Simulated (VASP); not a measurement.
# HfN (I-4m2) in VASP: further runs, part 2 of 2

VASP 6.6.1. Earlier steps stand in the parts before.

## 5. Single point, r2SCAN (strain -0.0375 x Voigt [0, 0, 1, 0, 0, 0])

Input file POSCAR:

```
HfN
1.0
    0.0000000000      2.4548220000      2.3627661750
    2.4548220000      0.0000000000      2.3627661750
    2.4548220000      2.4548220000      0.0000000000
Hf N
1 1
Direct
    0.0000000000      0.0000000000      0.0000000000
    0.7500000000      0.7500000000      0.7500000000
```

Input file INCAR.step1:

```
SYSTEM = HfN
PREC = Accurate
ENCUT = 520
ISMEAR = 0
SIGMA = 0.15
LREAL = .FALSE.
LASPH = .TRUE.
NELM = 80
NBANDS = 14
GGA = PE
ALGO = Normal
EDIFF = 1E-4
LWAVE = .TRUE.
LCHARG = .FALSE.
```

Input file INCAR.step2:

```
SYSTEM = HfN
PREC = Accurate
ENCUT = 520
EDIFF = 1E-6
ISMEAR = 0
SIGMA = 0.15
LREAL = .FALSE.
LASPH = .TRUE.
NELM = 80
ALGO = Normal
ISIF = 2
LWAVE = .FALSE.
LCHARG = .TRUE.
METAGGA = R2SCAN
LMIXTAU = .TRUE.
LELF = .TRUE.
LVHAR = .TRUE.
NBANDS = 14
ISTART = 1
```

Input file KPOINTS:

```
regular mesh
0
G
  16 16 16
  0 0 0
```

Potentials or basis: VASP PAW PBE potentials, release 64 (Hf_pv, N).

Run with:

```bash
$ cat potpaw_PBE.64/Hf_pv/POTCAR potpaw_PBE.64/N/POTCAR > POTCAR
$ cp INCAR.step1 INCAR
$ mpirun -np 1 vasp_std > vasp.out
$ cp INCAR.step2 INCAR
$ mpirun -np 1 vasp_std > vasp.out
```

OUTCAR:

```text
SYSTEM = HfN
   PREC = Accurate
   ENCUT = 520
   EDIFF = 1E-6
   ISMEAR = 0
   LREAL = .FALSE.
   LASPH = .TRUE.
   NELM = 80
   ISIF = 2
   METAGGA = R2SCAN
   ISTART = 1

 ion  position               nearest neighbor table
   1  0.000  0.000  0.000-   2 2.10   2 2.10   2 2.10   2 2.10
   2  0.750  0.750  0.750-   1 2.10   1 2.10   1 2.10   1 2.10

  LATTYP: Found a body centered tetragonal cell.
 ALAT       =     3.4716425656
 C/A-ratio  =     1.3611805538

  Lattice vectors:

 A1 = (   0.0000000000,  -2.4548220000,  -2.3627661750)
 A2 = (   0.0000000000,   2.4548220000,  -2.3627661750)
 A3 = (   2.4548220000,   0.0000000000,   2.3627661750)

Analysis of symmetry for initial positions (statically):
=====================================================================
 Subroutine PRICEL returns:
 Original cell was already a primitive cell.

 Routine SETGRP: Setting up the symmetry group for a
 body centered tetragonal supercell.

 Subroutine GETGRP returns: Found  8 space group operations
 (whereof  8 operations were pure point group operations)
 out of a pool of 16 trial point group operations.

The static configuration has the point symmetry D_2d.

Analysis of symmetry for dynamics (positions and initial velocities):
[... 177 lines left out ...]
      9       8.3764      0.00000
     10       8.8863      0.00000
     11      13.0189      0.00000
     12      13.0189      0.00000
     13      13.6784      0.00000
     14      17.4671      0.00000
[... 377 lines left out ...]
      1     -26.1815      2.00000
      2     -26.1530      2.00000
      3     -26.1336      2.00000
      4     -11.2257      2.00000
      5      -0.1539      2.00000
      6       0.1213      2.00000
      7       0.2710      2.00000
      8       6.0488      1.41624
      9       8.0756      0.00000
     10       8.7715      0.00000
     11      12.8660      0.00000
     12      13.3970      0.00000
     13      13.7107      0.00000
     14      17.4670      0.00000

 [... further k-points ...]

------------------------ aborting loop because EDIFF is reached ----------------------------------------

  FORCE on cell =-STRESS in cart. coord.  units (eV):
  Direction    XX          YY          ZZ          XY          YZ          ZX
  --------------------------------------------------------------------------------------
  -------------------------------------------------------------------------------------
  Total        0.4417060      0.4417060      1.4860873      0.0000000      0.0000000      0.0000000
  in kB       24.8515320     24.8515320     83.6111395      0.0000000      0.0000000      0.0000000
  external PRESSURE =      44.4380678 kB  Pullay stress =       0.0000000 kB

 VOLUME and BASIS-vectors are now :
 -----------------------------------------------------------------------------
  energy-cutoff  :      520.00
  volume of cell :       28.48
      direct lattice vectors                 reciprocal lattice vectors
     0.000000000  2.454822000  2.362766175    -0.203680756  0.203680756  0.211616370
     2.454822000  0.000000000  2.362766175     0.203680756 -0.203680756  0.211616370
     2.454822000  2.454822000  0.000000000     0.203680756  0.203680756 -0.211616370

 POSITION                                       TOTAL-FORCE (eV/Angst)
 -----------------------------------------------------------------------------------
      0.00000      0.00000      0.00000        -0.000000     -0.000000     -0.000000
      3.68223      3.68223      3.54415         0.000000      0.000000      0.000000
 -----------------------------------------------------------------------------------
    total drift:                               -0.000000     -0.000000     -0.000001

  FREE ENERGIE OF THE ION-ELECTRON SYSTEM (eV)
  ---------------------------------------------------
  free  energy   TOTEN  =       -57.6965184334 eV

  energy  without entropy=      -57.6902186189  energy(sigma->0) =      -57.69336853
```

OSZICAR.step1:

```text
N       E                     dE             d eps       ncg     rms          rms(c)
DAV:   1     0.420147265650E+02    0.42015E+02   -0.77103E+03  9788   0.980E+02
DAV:   2    -0.223065194800E+02   -0.64321E+02   -0.60142E+02 13222   0.234E+02
DAV:   3    -0.247718015179E+02   -0.24653E+01   -0.24567E+01 11212   0.381E+01
DAV:   4    -0.247850483887E+02   -0.13247E-01   -0.13245E-01 11746   0.332E+00
DAV:   5    -0.247851810484E+02   -0.13266E-03   -0.13266E-03 11338   0.292E-01    0.573E+01
DAV:   6    -0.212866665083E+02    0.34985E+01   -0.12599E+01 10708   0.250E+01    0.412E+01
DAV:   7    -0.212034977980E+02    0.83169E-01   -0.66043E-01 10318   0.733E+00    0.256E+01
DAV:   8    -0.211933092127E+02    0.10189E-01   -0.87479E-02 12052   0.272E+00    0.670E+00
DAV:   9    -0.211862838288E+02    0.70254E-02   -0.19307E-02 11140   0.104E+00    0.172E+00
DAV:  10    -0.211862116004E+02    0.72228E-04   -0.14397E-03 11428   0.347E-01    0.208E-01
DAV:  11    -0.211861932288E+02    0.18372E-04   -0.84974E-05  6604   0.891E-02
   1 F= -.21186193E+02 E0= -.21182615E+02  d E =-.715674E-02
```

Run time: 4.8 min. Hardware: 1 thread of AMD EPYC 9R45 (Zen 5), shared host; peak memory 0.25 GiB.

Results:

| Item | Value |
| --- | --- |
| Free energy | -57.6965 eV |
| Pressure | 4.4 GPa |
| Band gap on the k mesh | zero (an odd number of electrons rules out a gap without spin polarisation) |

Stress tensor (GPa, compression positive):
```
2.49 0.00 0.00
0.00 2.49 0.00
0.00 0.00 8.36
```

Caveat: the cell differs from its parent crystal (strain -0.0375 x Voigt [0, 0, 1, 0, 0, 0]); the cell stands under pressure; the PAW data sets were made with another functional, which shifts forces and pressure a little; spin-orbit coupling is left out, which moves the levels of the heavy elements.

## 6. The runs side by side

| cell | gap on the mesh (eV) | pressure (GPa) |
| --- | --- | --- |
| a = 3.222, b = 3.222, c = 3.472 Å, angles 57.4, 57.4, 65.2°, 2 atoms | none | 37.5 |
| a = 3.282, b = 3.282, c = 3.472 Å, angles 58.1, 58.1, 63.9°, 2 atoms | none | 24.8 |
| a = 3.344, b = 3.344, c = 3.472 Å, angles 58.7, 58.7, 62.5°, 2 atoms | none | 13.8 |
| a = 3.407, b = 3.407, c = 3.472 Å, angles 59.4, 59.4, 61.3°, 2 atoms | none | 4.4 |

Alike in all rows: task single point; level r2SCAN; potentials or basis VASP PAW PBE potentials, release 64 (Hf_pv, N); no spin polarisation; k mesh 16 × 16 × 16; cutoff (eV) 520; smearing gaussian 0.15 eV.

Caveats: the cell stands under pressure; the PAW data sets were made with another functional, which shifts forces and pressure a little; spin-orbit coupling is left out, which moves the levels of the heavy elements.

Total energies depend on the potentials used, so only differences within one code and one set of settings carry meaning.
